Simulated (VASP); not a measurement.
# H (P6_3/mmc) in VASP: notebook

Runs on H. Level: PBE. Tasks: single point.

Everything below comes from runs of VASP 6.6.1. Logs are shortened: lines on timing, memory, paths and dates and some standing lists are left out, and cuts for length are marked.

### Step 1. The cell of the first run

Symmetry: P6_3/mmc, No. 194, hexagonal system. Conventional cell: a = 4.032 Å, b = 4.032 Å, c = 5.173 Å, α = 90.00°, β = 90.00°, γ = 120.00°. Within 1.0 Å of H (site symmetry 3m) lie 1 H at 0.76 Å.

### Step 2. Single point, PBE (strain +0.050 along x and y, +0.025 along z)

INCAR

```
SYSTEM = H
PREC = Accurate ; ENCUT = 520
EDIFF = 1E-6 ; ISMEAR = 0
SIGMA = 0.05 ; LREAL = .False.
LASPH = .True. ; NELM = 80
ALGO = Normal ; ISIF = 2
LWAVE = .False. ; LCHARG = .False.
GGA = PE ; NBANDS = 10
```

KPOINTS

```
regular mesh
0
Gamma
  9 9 6
  0 0 0
```

POSCAR

```
H
1.0
    4.0321369437      0.0000000000      0.0000000000
   -2.0160684719      3.4919330248      0.0000000000
    0.0000000000      0.0000000000      5.1728280887
H
4
Direct
    0.3333333333      0.6666666667      0.1764958800
    0.6666666667      0.3333333333      0.6764958800
    0.6666666667      0.3333333333      0.8235041200
    0.3333333333      0.6666666667      0.3235041200
```

Potentials or basis: VASP PAW PBE potentials, release 64 (H).

Command:

```console
cat potpaw_PBE.64/H/POTCAR > POTCAR
mpirun -np 1 vasp_std > vasp.out
```

OUTCAR:

```text
SYSTEM = H
   PREC = Accurate
   ENCUT = 520
   EDIFF = 1E-6
   ISMEAR = 0
   LREAL = .False.
   LASPH = .True.
   NELM = 80
   ISIF = 2
   GGA = PE

 ion  position               nearest neighbor table
   1  0.333  0.667  0.176-   4 0.76
   2  0.667  0.333  0.676-   3 0.76
   3  0.667  0.333  0.824-   2 0.76
   4  0.333  0.667  0.324-   1 0.76

  LATTYP: Found a hexagonal cell.
 ALAT       =     4.0321369437
 C/A-ratio  =     1.2828999017

  Lattice vectors:

 A1 = (   4.0321369437,   0.0000000000,   0.0000000000)
 A2 = (  -2.0160684719,   3.4919330248,   0.0000000000)
 A3 = (   0.0000000000,   0.0000000000,   5.1728280887)

Analysis of symmetry for initial positions (statically):
=====================================================================
 Subroutine PRICEL returns:
 Original cell was already a primitive cell.

 Routine SETGRP: Setting up the symmetry group for a
 hexagonal supercell.

 Subroutine GETGRP returns: Found 24 space group operations
 (whereof 12 operations were pure point group operations)
 out of a pool of 24 trial point group operations.

The static configuration has the point symmetry D_3d.
 The point group associated with its full space group is D_6h.

Analysis of symmetry for dynamics (positions and initial velocities):
=====================================================================
 Subroutine PRICEL returns:
 Original cell was already a primitive cell.

 Routine SETGRP: Setting up the symmetry group for a
 hexagonal supercell.

 Subroutine GETGRP returns: Found 24 space group operations
 (whereof 12 operations were pure point group operations)
 out of a pool of 24 trial point group operations.

The dynamic configuration has the point symmetry D_3d.
 The point group associated with its full space group is D_6h.

 Subroutine INISYM returns: Found 24 space group operations
 (whereof 12 operations are pure point group operations),
 and found     1 'primitive' translations

----------------------------------------------------------------------------------------

                                     Primitive cell

  volume of cell :      72.8332

  direct lattice vectors                    reciprocal lattice vectors
     4.032136944  0.000000000  0.000000000     0.248007450  0.143187168  0.000000000
    -2.016068472  3.491933025  0.000000000     0.000000000  0.286374336  0.000000000
     0.000000000  0.000000000  5.172828089     0.000000000  0.000000000  0.193317849

  length of vectors
     4.032136944  4.032136944  5.172828089     0.286374336  0.286374336  0.193317849

  position of ions in fractional coordinates (direct lattice)
     0.333333333  0.666666667  0.176495880
     0.666666667  0.333333333  0.676495880
     0.666666667  0.333333333  0.823504120
     0.333333333  0.666666667  0.323504120

  ion indices of the primitive-cell ions
   primitive index   ion index
                 1           1
                 2           2
                 3           3
                 4           4

----------------------------------------------------------------------------------------

 KPOINTS: regular mesh

Automatic generation of k-mesh.
 Grid dimensions read from file:
 generate k-points for:    9    9    6

 Generating k-lattice:

  Cartesian coordinates                     Fractional coordinates (reciprocal lattice)
     0.027556383  0.015909685  0.000000000     0.111111111  0.000000000  0.000000000
     0.000000000  0.031819371  0.000000000     0.000000000  0.111111111  0.000000000
     0.000000000  0.000000000  0.032219642     0.000000000  0.000000000  0.166666667

  Length of vectors
     0.031819371  0.031819371  0.032219642

  Shift w.r.t. Gamma in fractional coordinates (k-lattice)
     0.000000000  0.000000000  0.000000000

 Subroutine IBZKPT returns following result:
 ===========================================

 Found     48 irreducible k-points:

 Following reciprocal coordinates:
            Coordinates               Weight
  0.000000  0.000000  0.000000      1.000000
  0.111111 -0.000000  0.000000      6.000000
  0.222222  0.000000  0.000000      6.000000
  0.333333  0.000000  0.000000      6.000000
  0.444444  0.000000  0.000000      6.000000
  0.111111  0.111111  0.000000      6.000000
[... 16 lines left out ...]
  0.333333  0.222222  0.166667     24.000000
  0.333333  0.333333  0.166667      4.000000
 [... further k-points ...]
   k-points           NKPTS =     48   k-points in BZ     NKDIM =     48   number of bands    NBANDS=     10
   number of dos      NEDOS =    301   number of ions     NIONS =      4
   total plane-waves  NPLWV =  36000
   dimension x,y,z NGX =    30 NGY =   30 NGZ =   40
   dimension x,y,z NGXF=    60 NGYF=   60 NGZF=   80
   ions per type =               4
   NGX,Y,Z   is equivalent  to a cutoff of  12.37, 12.37, 12.86 a.u.
   NGXF,Y,Z  is equivalent  to a cutoff of  24.74, 24.74, 25.71 a.u.
 SYSTEM =  H
   PREC   = accura    normal or accurate (medium, high low for compatibility)
   ISTART =      0    job   : 0-new  1-cont  2-samecut
   ICHARG =      2    charge: 1-file 2-atom 10-const
   ISPIN  =      1    spin polarized calculation?
   LNONCOLLINEAR =      F non collinear calculations
   LSORBIT =      F    spin-orbit coupling
   LASPH  =      T    aspherical Exc in radial PAW
   ENCUT  =  520.0 eV  38.22 Ry    6.18 a.u.   7.50  7.50  9.62*2*pi/ulx,y,z
   NELM   =     80;   NELMIN=  2; NELMDL= -5     # of ELM steps
   EDIFF  = 0.1E-05   stopping-criterion for ELM
   LREAL  =      F    real-space projection
   EDIFFG = 0.1E-04   stopping-criterion for IOM
   NSW    =      0    number of steps for IOM
   IBRION =     -1    ionic relax: 0-MD 1-quasi-New 2-CG
   NFREE  =      0    steps in history (QN), initial steepest desc. (CG)
   ISIF   =      2    stress and relaxation
   ISYM   =      2    0-nonsym 1-usesym 2-fastsym
   POTIM  = 0.5000    time-step for ionic-motion
   TEBEG  =    0.0;   TEEND  =   0.0 temperature during run
   PSTRESS=    0.0 pullay stress
   NELECT =       4.0000    total number of electrons
   NUPDOWN=      -1.0000    fix difference up-down
   EMIN   =  10.00;   EMAX   =-10.00  energy-range for DOS
   EFERMI =   0.00;   METHOD = LEGACY
   ISMEAR =     0;   SIGMA  =   0.05  broadening in eV -4-tet -1-fermi 0-gaus
   EFERMI_NEDOS =   21; number of points for ismear=-14 and -15
   IALGO  =     38    algorithm
   IMIX   =      4    mixing-type and parameters
     AMIX     =   0.40;   BMIX     =  1.00
     AMIX_MAG =   1.60;   BMIX_MAG =  1.00
  volume/ion in A,a.u.               =      18.21       122.88
  Fermi-wavevector in a.u.,A,eV,Ry     =   0.622279  1.175937  5.268598  0.387231
  Thomas-Fermi vector in A             =   1.682079
   LORBIT       =      0    0 simple, 1 ext, 2 COOP (PROOUT), +10 PAW based schemes
   GGA     = PE    functional components
   LHFCALC =     F    Hartree Fock is set to
   AEXX    =    0.0000 exact exchange contribution
   IVDW    =     0    specifies the selected vdW correction
   LEPSILON=     F    determine dielectric tensor
   LRPA    =     F    only Hartree local field effects (RPA)
 non-spin polarized calculation
 Gauss-broadening in eV      SIGMA  =   0.05
  energy-cutoff  :      520.00
  volume of cell :       72.83
 maximum number of plane-waves:      2000
 NGX is ok and might be reduce to    30
   NGX = 15   NGY = 15   NGZ = 19

 number of electron       3.9999999 magnetization

 Free energy of the ion-electron system (eV)
  ---------------------------------------------------
  ext. energy  EPLUGINS =         0.00000000
  ---------------------------------------------------
  free energy    TOTEN  =       -13.57440422 eV

  energy without entropy =      -13.57440422  energy(sigma->0) =      -13.57440422

 E-fermi :  -8.7909     XC(G=0):  -4.3282

 val. band max:       -9.0082239996   @ k =   0.0000   0.0000   0.0000
 cond. band min:       0.3599869549   @ k =   0.0000   0.0000   0.0000
 fundamental gap:      9.3682109545
 Fermi energy:        -8.7908579508

 k-point     1 :       0.0000    0.0000    0.0000
  band No.  band energies     occupation
      1     -10.1845      2.00000
      2      -9.0082      2.00000
      3       0.3600      0.00000
      4       2.4258      0.00000
      5       5.5478      0.00000
      6       6.7448      0.00000
      7       7.3777      0.00000
      8       7.3777      0.00000
      9       8.6848      0.00000
     10       8.6848      0.00000

 k-point     2 :       0.1111   -0.0000    0.0000
  band No.  band energies     occupation
      1     -10.1327      2.00000
      2      -9.0161      2.00000
      3       0.4882      0.00000
      4       2.2802      0.00000
      5       4.9771      0.00000
      6       6.4860      0.00000
      7       6.7672      0.00000
      8       7.3223      0.00000
      9       9.3691      0.00000
     10       9.3901      0.00000

 k-point     3 :       0.2222    0.0000    0.0000
  band No.  band energies     occupation
      1      -9.9895      2.00000
      2      -9.0457      2.00000
      3       0.8663      0.00000
      4       1.9087      0.00000
      5       4.0818      0.00000
      6       5.7813      0.00000
      7       5.9886      0.00000
      8       7.0949      0.00000
      9       9.6685      0.00000
     10      10.0531      0.00000

 k-point     4 :       0.3333    0.0000    0.0000
  band No.  band energies     occupation
      1      -9.7921      2.00000
      2      -9.1101      2.00000
      3       1.4635      0.00000
      4       1.4664      0.00000
      5       3.4645      0.00000
      6       4.8111      0.00000
      7       5.4335      0.00000
      8       6.8044      0.00000
      9       8.6901      0.00000
     10       9.7665      0.00000
[... 222 lines left out ...]
 k-point    22 :       0.2222    0.2222    0.1667
  band No.  band energies     occupation
      1      -9.6495      2.00000
      2      -9.1866      2.00000
      3       1.3741      0.00000
      4       1.3958      0.00000
      5       3.4580      0.00000
      6       4.0826      0.00000
      7       5.6689      0.00000
      8       6.1434      0.00000
      9       9.4069      0.00000
     10      10.3602      0.00000

 k-point    23 :       0.3333    0.2222    0.1667
  band No.  band energies     occupation
      1      -9.4950      2.00000
      2      -9.2663      2.00000
      3       1.2728      0.00000
      4       1.9012      0.00000
      5       2.5838      0.00000
      6       4.3100      0.00000
      7       5.0472      0.00000
      8       5.5752      0.00000
      9       9.3205      0.00000
     10       9.9539      0.00000

 k-point    24 :       0.3333    0.3333    0.1667
  band No.  band energies     occupation
      1      -9.3675      2.00000
      2      -9.3675      2.00000
      3       1.5143      0.00000
      4       2.0642      0.00000
      5       2.0642      0.00000
      6       4.5972      0.00000
      7       4.5972      0.00000
      8       5.2000      0.00000
      9       9.0286      0.00000
     10      11.4207      0.00000

 [... further k-points ...]
[... 5 lines left out ...]
  --------------------------------------------------------------------------------------
  -------------------------------------------------------------------------------------
  Total       -0.0618933     -0.0618933     -0.5840768      0.0000000     -0.0000000      0.0000000
  in kB       -1.3615235     -1.3615235    -12.8484669      0.0000000     -0.0000000      0.0000000
  external PRESSURE =      -5.1905047 kB  Pullay stress =       0.0000000 kB

 VOLUME and BASIS-vectors are now :
 -----------------------------------------------------------------------------
  energy-cutoff  :      520.00
  volume of cell :       72.83
      direct lattice vectors                 reciprocal lattice vectors
     4.032136944  0.000000000  0.000000000     0.248007450  0.143187168  0.000000000
    -2.016068472  3.491933025  0.000000000     0.000000000  0.286374336  0.000000000
     0.000000000  0.000000000  5.172828089     0.000000000  0.000000000  0.193317849

 POSITION                                       TOTAL-FORCE (eV/Angst)
 -----------------------------------------------------------------------------------
     -0.00000      2.32796      0.91298         0.000000      0.000000      0.329695
      2.01607      1.16398      3.49940         0.000000      0.000000      0.329695
      2.01607      1.16398      4.25985         0.000000     -0.000000     -0.329695
     -0.00000      2.32796      1.67343        -0.000000      0.000000     -0.329695
 -----------------------------------------------------------------------------------
    total drift:                               -0.000000      0.000000     -0.000000

  FREE ENERGIE OF THE ION-ELECTRON SYSTEM (eV)
  ---------------------------------------------------
  free  energy   TOTEN  =       -13.5744042222 eV

  energy  without entropy=      -13.5744042222  energy(sigma->0) =      -13.57440422
```

It took 37 s on 1 thread of Intel Xeon 6975P-C, shared host; peak memory 0.18 GiB.

What came out:

- Free energy: -13.5744 eV
- Pressure: -0.5 GPa
- Largest force: 0.330 eV/Å
- Band gap on the k mesh: 9.37 eV, direct

Forces on the atoms (eV/Å):
```
H    0.000  0.000  0.330
H    0.000  0.000  0.330
H    0.000  0.000 -0.330
H    0.000  0.000 -0.330
```

Stress tensor (GPa, compression positive):
```
-0.14  0.00  0.00
 0.00 -0.14  0.00
 0.00  0.00 -1.28
```

Caveat: the cell differs from its parent crystal (strain +0.050 along x and y, +0.025 along z). A k mesh can miss the band edges.

(Continued in part 2 of 2.)
